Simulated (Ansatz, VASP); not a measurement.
**One calculation of CdS, two programs**

```
Cd S
1.0
     4.40853    0.00000    0.00000
    -2.20426    3.81790    0.00000
     0.00000    0.00000    5.74812
Cd S
2 2
Direct
  0.33333 0.66667 0.25000
  0.66667 0.33333 0.75000
  0.66667 0.33333 0.25000
  0.33333 0.66667 0.75000
```

Alike in both runs: task single point; functional PBE; k mesh 6 × 6 × 4; occupations fermi-dirac, width 0.02 eV; non-collinear spin, spin-orbit coupling.

|  | VASP | Ansatz |
| --- | --- | --- |
| version | VASP 6.6.1 | Ansatz 0.2.0 |
| potentials or method | VASP PAW PBE potentials, release 64 (Cd, S) | plane waves, PAW |
| plane-wave cutoff (eV) | 520 | 420 |
| valence electrons in the cell | 36 | 52 |

```tsv
	VASP	Ansatz	Ansatz less VASP
pressure (GPa)	1.8	1.4	-0.38
traceless stress, the component that is largest in VASP (GPa)	-0.06	0.04	+0.101
```

VASP's potentials hold 36 valence electrons a cell and Ansatz's 52, so a difference there can come from the potentials and not from the codes.
